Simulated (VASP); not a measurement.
**Na: single point with LDA**

The system is Na.

```
CELL_PARAMETERS angstrom
-2.11500 2.11500 2.11500
2.11500 -2.11500 2.11500
2.11500 2.11500 -2.11500
ATOMIC_POSITIONS crystal
Na 0.00000 0.00000 0.00000
```

```
Program             : VASP 6.6.1
Task                : single point
Functional          : LDA
Potentials or basis : VASP PAW LDA potentials, release 64 (Na_pv)
Cutoff              : 520 eV
k mesh              : 14 × 14 × 14
Occupations         : gaussian, width 0.05 eV
Spin                : no spin polarisation
```

The pressure is -0.9 GPa.

Levels at points of the mesh, in eV from the Fermi level:
```
           k point  band 1  band 2  band 3  band 4  band 5  band 6
(0.00, 0.00, 0.00)  -24.92  -24.92  -24.92   -3.20   11.55   11.55
(0.50, 0.00, 0.00)  -24.96  -24.94  -24.92    0.81    1.19    8.16
(0.50, 0.50, 0.50)  -24.95  -24.95  -24.95    4.59    4.59    4.82
```

It took 8.4 s on 1 thread of Intel(R) Xeon(R) 6975P-C (Granite Rapids), with other jobs on the host, peak memory 0.15 GiB.
